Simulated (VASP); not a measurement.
# ZrCu (Pm-3m) in VASP: further runs

Runs on ZrCu. Level: LDA. Tasks: single point.

All numbers are computed with VASP 6.6.1; they aren't measurements. Logs are shortened: lines on timing, memory, paths and dates and some standing lists are left out, and cuts for length are marked.

**1. The cell of the first run**

Symmetry: Pm-3m, No. 221, cubic system. Conventional cell: a = 3.253 Å, b = 3.253 Å, c = 3.253 Å, α = 90.00°, β = 90.00°, γ = 90.00°. Zr (site symmetry m-3m) has 8 Cu at 2.82 Å and 6 Zr at 3.25 Å within 3.7 Å. Cu (site symmetry m-3m) has 8 Zr at 2.82 Å and 6 Cu at 3.25 Å within 3.7 Å.

**2. Single point, LDA**

File INCAR:

```
SYSTEM = ZrCu
PREC     = Accurate       ! precision mode
ENCUT    = 520            ! plane-wave cutoff, eV
EDIFF    = 1E-6           ! SCF threshold, eV
ISMEAR   = -1             ! smearing method
SIGMA    = 0.1            ! smearing width, eV
LREAL    = .FALSE.        ! projectors in reciprocal space
LASPH    = .TRUE.         ! aspherical terms in the spheres
NELM     = 100            ! most SCF steps
ALGO     = Normal         ! electronic algorithm
ISIF     = 2              ! what is computed and relaxed
LWAVE    = .FALSE.        ! write WAVECAR
LCHARG   = .FALSE.        ! write CHGCAR
NBANDS   = 18             ! bands
```

File KPOINTS:

```
Automatic mesh
0
G
  10 10 10
  0 0 0
```

File POSCAR:

```
ZrCu
1.0
    3.2526642500      0.0000000000      0.0000000000
    0.0000000000      3.2526642500      0.0000000000
    0.0000000000      0.0000000000      3.2526642500
Zr Cu
1 1
Direct
    0.5000000000      0.5000000000      0.5000000000
    0.0000000000      0.0000000000      0.0000000000
```

Potentials or basis: VASP PAW LDA potentials, release 64 (Zr_sv, Cu).

The run is started by

```bash
cat potpaw_LDA.64/Zr_sv/POTCAR potpaw_LDA.64/Cu/POTCAR > POTCAR
mpirun -np 1 vasp_std > vasp.out
```

OUTCAR:

```text
SYSTEM = ZrCu
   PREC = Accurate
   ENCUT = 520
   EDIFF = 1E-6
   ISMEAR = -1
   LREAL = .FALSE.
   LASPH = .TRUE.
   NELM = 100
   ISIF = 2

 ion  position               nearest neighbor table
   1  0.500  0.500  0.500-   2 2.82   2 2.82   2 2.82   2 2.82   2 2.82   2 2.82   2 2.82   2 2.82

   2  0.000  0.000  0.000-   1 2.82   1 2.82   1 2.82   1 2.82   1 2.82   1 2.82   1 2.82   1 2.82

  LATTYP: Found a simple cubic cell.
 ALAT       =     3.2526642500

  Lattice vectors:

 A1 = (   3.2526642500,   0.0000000000,   0.0000000000)
 A2 = (   0.0000000000,   3.2526642500,   0.0000000000)
 A3 = (   0.0000000000,   0.0000000000,   3.2526642500)

Analysis of symmetry for initial positions (statically):
=====================================================================
 Subroutine PRICEL returns:
 Original cell was already a primitive cell.

 Routine SETGRP: Setting up the symmetry group for a
 simple cubic supercell.

 Subroutine GETGRP returns: Found 48 space group operations
 (whereof 48 operations were pure point group operations)
 out of a pool of 48 trial point group operations.

The static configuration has the point symmetry O_h .

Analysis of symmetry for dynamics (positions and initial velocities):
=====================================================================
 Subroutine PRICEL returns:
 Original cell was already a primitive cell.

 Routine SETGRP: Setting up the symmetry group for a
 simple cubic supercell.

 Subroutine GETGRP returns: Found 48 space group operations
 (whereof 48 operations were pure point group operations)
 out of a pool of 48 trial point group operations.

The dynamic configuration has the point symmetry O_h .

 Subroutine INISYM returns: Found 48 space group operations
 (whereof 48 operations are pure point group operations),
 and found     1 'primitive' translations

----------------------------------------------------------------------------------------

                                     Primitive cell

  volume of cell :      34.4126

  direct lattice vectors                    reciprocal lattice vectors
     3.252664250  0.000000000  0.000000000     0.307440278  0.000000000  0.000000000
     0.000000000  3.252664250  0.000000000     0.000000000  0.307440278  0.000000000
[... 73 lines left out ...]
   NGX,Y,Z   is equivalent  to a cutoff of  12.27, 12.27, 12.27 a.u.
   NGXF,Y,Z  is equivalent  to a cutoff of  24.53, 24.53, 24.53 a.u.
 SYSTEM =  ZrCu
   PREC   = accura    normal or accurate (medium, high low for compatibility)
   ISTART =      0    job   : 0-new  1-cont  2-samecut
   ICHARG =      2    charge: 1-file 2-atom 10-const
   ISPIN  =      1    spin polarized calculation?
   LNONCOLLINEAR =      F non collinear calculations
   LSORBIT =      F    spin-orbit coupling
   LASPH  =      T    aspherical Exc in radial PAW
   ENCUT  =  520.0 eV  38.22 Ry    6.18 a.u.   6.05  6.05  6.05*2*pi/ulx,y,z
   NELM   =    100;   NELMIN=  2; NELMDL= -5     # of ELM steps
   EDIFF  = 0.1E-05   stopping-criterion for ELM
   LREAL  =      F    real-space projection
   EDIFFG = 0.1E-04   stopping-criterion for IOM
   NSW    =      0    number of steps for IOM
   IBRION =     -1    ionic relax: 0-MD 1-quasi-New 2-CG
   NFREE  =      0    steps in history (QN), initial steepest desc. (CG)
   ISIF   =      2    stress and relaxation
   ISYM   =      2    0-nonsym 1-usesym 2-fastsym
   POTIM  = 0.5000    time-step for ionic-motion
   TEBEG  =    0.0;   TEEND  =   0.0 temperature during run
   PSTRESS=    0.0 pullay stress
   NELECT =      23.0000    total number of electrons
   NUPDOWN=      -1.0000    fix difference up-down
   EMIN   =  10.00;   EMAX   =-10.00  energy-range for DOS
   EFERMI =   0.00;   METHOD = LEGACY
   ISMEAR =    -1;   SIGMA  =   0.10  broadening in eV -4-tet -1-fermi 0-gaus
   EFERMI_NEDOS =   21; number of points for ismear=-14 and -15
   IALGO  =     38    algorithm
   IMIX   =      4    mixing-type and parameters
     AMIX     =   0.40;   BMIX     =  1.00
     AMIX_MAG =   1.60;   BMIX_MAG =  1.00
  volume/ion in A,a.u.               =      17.21       116.11
  Fermi-wavevector in a.u.,A,eV,Ry     =   1.431347  2.704853 27.874986  2.048754
  Thomas-Fermi vector in A             =   2.551093
   LORBIT       =      0    0 simple, 1 ext, 2 COOP (PROOUT), +10 PAW based schemes
   GGA     = CA    functional components
   LHFCALC =     F    Hartree Fock is set to
   AEXX    =    0.0000 exact exchange contribution
   IVDW    =     0    specifies the selected vdW correction
   LEPSILON=     F    determine dielectric tensor
   LRPA    =     F    only Hartree local field effects (RPA)
 non-spin polarized calculation
  energy-cutoff  :      520.00
  volume of cell :       34.41
 maximum number of plane-waves:       952
   NGX = 13   NGY = 13   NGZ = 13

 number of electron      22.9999977 magnetization

 Free energy of the ion-electron system (eV)
  ---------------------------------------------------
  ext. energy  EPLUGINS =         0.00000000
  ---------------------------------------------------
  free energy    TOTEN  =       -14.22805534 eV

  energy without entropy =      -14.14989136  energy(sigma->0) =      -14.18897335

 E-fermi :   8.5483     XC(G=0): -12.0235

 val. band max:        8.5153234320   @ k =   0.2000   0.1000   0.1000
 cond. band min:       8.5483658833   @ k =   0.4000   0.2000   0.2000
 fundamental gap:      0.0330424513
 Fermi energy:         8.5482729438

 k-point     1 :       0.0000    0.0000    0.0000
  band No.  band energies     occupation
      1     -40.0023      2.00000
      2     -17.9594      2.00000
      3     -17.9594      2.00000
      4     -17.9594      2.00000
      5       1.3408      2.00000
      6       4.3741      2.00000
[... 481 lines left out ...]
      5       3.1334      2.00000
      6       4.8404      2.00000
[... 10 lines left out ...]
     17      18.0173      0.00000
     18      18.5367      0.00000

 [... further k-points ...]
[... 5 lines left out ...]
  --------------------------------------------------------------------------------------
  -------------------------------------------------------------------------------------
  Total       -1.3842782     -1.3842782     -1.3842782      0.0000000      0.0000000     -0.0000000
  in kB      -64.4490103    -64.4490103    -64.4490103      0.0000000      0.0000000     -0.0000000
  external PRESSURE =     -64.4490103 kB  Pullay stress =       0.0000000 kB

 VOLUME and BASIS-vectors are now :
 -----------------------------------------------------------------------------
  energy-cutoff  :      520.00
  volume of cell :       34.41
      direct lattice vectors                 reciprocal lattice vectors
     3.252664250  0.000000000  0.000000000     0.307440278  0.000000000  0.000000000
     0.000000000  3.252664250  0.000000000     0.000000000  0.307440278  0.000000000
     0.000000000  0.000000000  3.252664250     0.000000000  0.000000000  0.307440278

 POSITION                                       TOTAL-FORCE (eV/Angst)
 -----------------------------------------------------------------------------------
      1.62633      1.62633      1.62633         0.000000      0.000000      0.000000
      0.00000      0.00000      0.00000         0.000000      0.000000      0.000000
 -----------------------------------------------------------------------------------
    total drift:                                0.000000      0.000000     -0.000000

  FREE ENERGIE OF THE ION-ELECTRON SYSTEM (eV)
  ---------------------------------------------------
  free  energy   TOTEN  =       -14.2280553401 eV

  energy  without entropy=      -14.1498913589  energy(sigma->0) =      -14.18897335
```

stdout:

```text
POSCAR found type information on POSCAR ZrCu
 POSCAR found :  2 types and       2 ions
 scaLAPACK will be used
 LDA part: xc-table for (Slater(with rela. corr.)+CA(PZ))
 , standard interpolation
 POSCAR, INCAR and KPOINTS ok, starting setup
 FFT: planning ... GRIDC
 FFT: planning ... GRID_SOFT
 FFT: planning ... GRID
 WAVECAR not read
 entering main loop
```

Run time: 12 s. Hardware: 1 thread of Intel Xeon Platinum 8488C (Sapphire Rapids), shared host; peak memory 0.14 GiB.

What came out:

| Property | Result |
| --- | --- |
| Free energy | -14.2281 eV |
| Pressure | -6.4 GPa |

**3. Single point, LDA**

File INCAR:

```
SYSTEM = ZrCu
PREC = Accurate
ENCUT = 520
EDIFF = 1E-7
ISMEAR = -1
SIGMA = 0.1
LREAL = .False.
LASPH = .True.
NELM = 80
ALGO = Normal
ISIF = 2
LWAVE = .False.
LCHARG = .False.
GGA = CA
NBANDS = 18
```

File KPOINTS:

```
regular mesh
0
Gamma
  10 10 10
  0 0 0
```

POSCAR is that of step 2.

Potentials or basis: VASP PAW LDA potentials, release 64 (Zr_sv, Cu).

The run is started by

```bash
cat potpaw_LDA.64/Zr_sv/POTCAR potpaw_LDA.64/Cu/POTCAR > POTCAR
mpirun -np 1 vasp_std > vasp.out
```

OUTCAR:

```text
SYSTEM = ZrCu
   PREC = Accurate
   ENCUT = 520
   EDIFF = 1E-7
   ISMEAR = -1
   LREAL = .False.
   LASPH = .True.
   NELM = 80
   ISIF = 2
   GGA = CA

 ion  position               nearest neighbor table
   1  0.500  0.500  0.500-   2 2.82   2 2.82   2 2.82   2 2.82   2 2.82   2 2.82   2 2.82   2 2.82

   2  0.000  0.000  0.000-   1 2.82   1 2.82   1 2.82   1 2.82   1 2.82   1 2.82   1 2.82   1 2.82

  LATTYP: Found a simple cubic cell.
 ALAT       =     3.2526642500

  Lattice vectors:

 A1 = (   3.2526642500,   0.0000000000,   0.0000000000)
 A2 = (   0.0000000000,   3.2526642500,   0.0000000000)
 A3 = (   0.0000000000,   0.0000000000,   3.2526642500)

Analysis of symmetry for initial positions (statically):
=====================================================================
 Subroutine PRICEL returns:
 Original cell was already a primitive cell.

 Routine SETGRP: Setting up the symmetry group for a
 simple cubic supercell.

 Subroutine GETGRP returns: Found 48 space group operations
 (whereof 48 operations were pure point group operations)
 out of a pool of 48 trial point group operations.

The static configuration has the point symmetry O_h .

Analysis of symmetry for dynamics (positions and initial velocities):
=====================================================================
 Subroutine PRICEL returns:
 Original cell was already a primitive cell.

 Routine SETGRP: Setting up the symmetry group for a
 simple cubic supercell.

 Subroutine GETGRP returns: Found 48 space group operations
 (whereof 48 operations were pure point group operations)
 out of a pool of 48 trial point group operations.

The dynamic configuration has the point symmetry O_h .

 Subroutine INISYM returns: Found 48 space group operations
 (whereof 48 operations are pure point group operations),
 and found     1 'primitive' translations
[... 102 lines left out ...]
   ISYM   =      2    0-nonsym 1-usesym 2-fastsym
   POTIM  = 0.5000    time-step for ionic-motion
   TEBEG  =    0.0;   TEEND  =   0.0 temperature during run
   PSTRESS=    0.0 pullay stress
   NELECT =      23.0000    total number of electrons
   NUPDOWN=      -1.0000    fix difference up-down
   EMIN   =  10.00;   EMAX   =-10.00  energy-range for DOS
   EFERMI =   0.00;   METHOD = LEGACY
   ISMEAR =    -1;   SIGMA  =   0.10  broadening in eV -4-tet -1-fermi 0-gaus
   EFERMI_NEDOS =   21; number of points for ismear=-14 and -15
   IALGO  =     38    algorithm
   IMIX   =      4    mixing-type and parameters
     AMIX     =   0.40;   BMIX     =  1.00
     AMIX_MAG =   1.60;   BMIX_MAG =  1.00
  volume/ion in A,a.u.               =      17.21       116.11
  Fermi-wavevector in a.u.,A,eV,Ry     =   1.431347  2.704853 27.874986  2.048754
  Thomas-Fermi vector in A             =   2.551093
   LORBIT       =      0    0 simple, 1 ext, 2 COOP (PROOUT), +10 PAW based schemes
   GGA     = CA    functional components
   LHFCALC =     F    Hartree Fock is set to
   AEXX    =    0.0000 exact exchange contribution
   IVDW    =     0    specifies the selected vdW correction
   LEPSILON=     F    determine dielectric tensor
   LRPA    =     F    only Hartree local field effects (RPA)
 non-spin polarized calculation
  energy-cutoff  :      520.00
  volume of cell :       34.41
 maximum number of plane-waves:       952
   NGX = 13   NGY = 13   NGZ = 13

 number of electron      22.9999977 magnetization

 Free energy of the ion-electron system (eV)
  ---------------------------------------------------
  ext. energy  EPLUGINS =         0.00000000
  ---------------------------------------------------
  free energy    TOTEN  =       -14.22805538 eV

  energy without entropy =      -14.14988956  energy(sigma->0) =      -14.18897247

 E-fermi :   8.5483     XC(G=0): -12.0235

 val. band max:        8.5153487254   @ k =   0.2000   0.1000   0.1000
 cond. band min:       8.5483733382   @ k =   0.4000   0.2000   0.2000
 fundamental gap:      0.0330246127
 Fermi energy:         8.5482803164

 k-point     1 :       0.0000    0.0000    0.0000
  band No.  band energies     occupation
      1     -40.0024      2.00000
      2     -17.9595      2.00000
      3     -17.9595      2.00000
      4     -17.9595      2.00000
      5       1.3408      2.00000
      6       4.3742      2.00000
[... 481 lines left out ...]
      5       3.1334      2.00000
      6       4.8406      2.00000
[... 10 lines left out ...]
     17      18.0173      0.00000
     18      18.5368      0.00000

 [... further k-points ...]
[... 5 lines left out ...]
  --------------------------------------------------------------------------------------
  -------------------------------------------------------------------------------------
  Total       -1.3986956     -1.3986956     -1.3986956      0.0000000      0.0000000     -0.0000000
  in kB      -65.1202552    -65.1202552    -65.1202552      0.0000000      0.0000000     -0.0000000
  external PRESSURE =     -65.1202552 kB  Pullay stress =       0.0000000 kB

 VOLUME and BASIS-vectors are now :
 -----------------------------------------------------------------------------
  energy-cutoff  :      520.00
  volume of cell :       34.41
      direct lattice vectors                 reciprocal lattice vectors
     3.252664250  0.000000000  0.000000000     0.307440278  0.000000000  0.000000000
     0.000000000  3.252664250  0.000000000     0.000000000  0.307440278  0.000000000
     0.000000000  0.000000000  3.252664250     0.000000000  0.000000000  0.307440278

 POSITION                                       TOTAL-FORCE (eV/Angst)
 -----------------------------------------------------------------------------------
      1.62633      1.62633      1.62633         0.000000      0.000000      0.000000
      0.00000      0.00000      0.00000         0.000000      0.000000      0.000000
 -----------------------------------------------------------------------------------
    total drift:                                0.000000      0.000000     -0.000000

  FREE ENERGIE OF THE ION-ELECTRON SYSTEM (eV)
  ---------------------------------------------------
  free  energy   TOTEN  =       -14.2280553773 eV

  energy  without entropy=      -14.1498895635  energy(sigma->0) =      -14.18897247
```

OSZICAR:

```text
N       E                     dE             d eps       ncg     rms          rms(c)
DAV:   1     0.193953542216E+03    0.19395E+03   -0.11686E+04  2074   0.170E+03
DAV:   2    -0.161697871462E+01   -0.19557E+03   -0.18855E+03  2114   0.378E+02
DAV:   3    -0.156329426118E+02   -0.14016E+02   -0.13659E+02  3418   0.999E+01
DAV:   4    -0.161148058371E+02   -0.48186E+00   -0.47743E+00  2772   0.148E+01
DAV:   5    -0.161363912625E+02   -0.21585E-01   -0.21563E-01  2884   0.265E+00    0.169E+01
DAV:   6    -0.171856604467E+02   -0.10493E+01   -0.39027E+01  2124   0.140E+02    0.103E+01
DAV:   7    -0.142914621858E+02    0.28942E+01   -0.82263E+00  2192   0.545E+01    0.298E+00
DAV:   8    -0.143468338402E+02   -0.55372E-01   -0.12900E+00  3226   0.208E+01    0.303E+00
DAV:   9    -0.142282232356E+02    0.11861E+00   -0.59437E-01  2660   0.168E+01    0.545E-01
DAV:  10    -0.142294836388E+02   -0.12604E-02   -0.28208E-02  2404   0.190E+00    0.382E-01
DAV:  11    -0.142280965185E+02    0.13871E-02   -0.30938E-03  2838   0.101E+00    0.995E-02
DAV:  12    -0.142280577619E+02    0.38757E-04   -0.58674E-04  3268   0.298E-01    0.333E-02
DAV:  13    -0.142280566517E+02    0.11101E-05   -0.29854E-05  2396   0.484E-02    0.176E-02
DAV:  14    -0.142280556693E+02    0.98238E-06   -0.29884E-06  3186   0.308E-02    0.889E-03
DAV:  15    -0.142280553749E+02    0.29443E-06   -0.99787E-07  3232   0.805E-03    0.542E-04
DAV:  16    -0.142280553773E+02   -0.23906E-08   -0.38412E-08  1258   0.154E-03
   1 F= -.14228055E+02 E0= -.14188972E+02  d E =-.781658E-01
```

It took 13 s on 1 thread of Intel Xeon Platinum 8488C (Sapphire Rapids), shared host; peak memory 0.15 GiB.

Results:

| Quantity | Value |
| --- | --- |
| Free energy | -14.2281 eV |
| Pressure | -6.5 GPa |
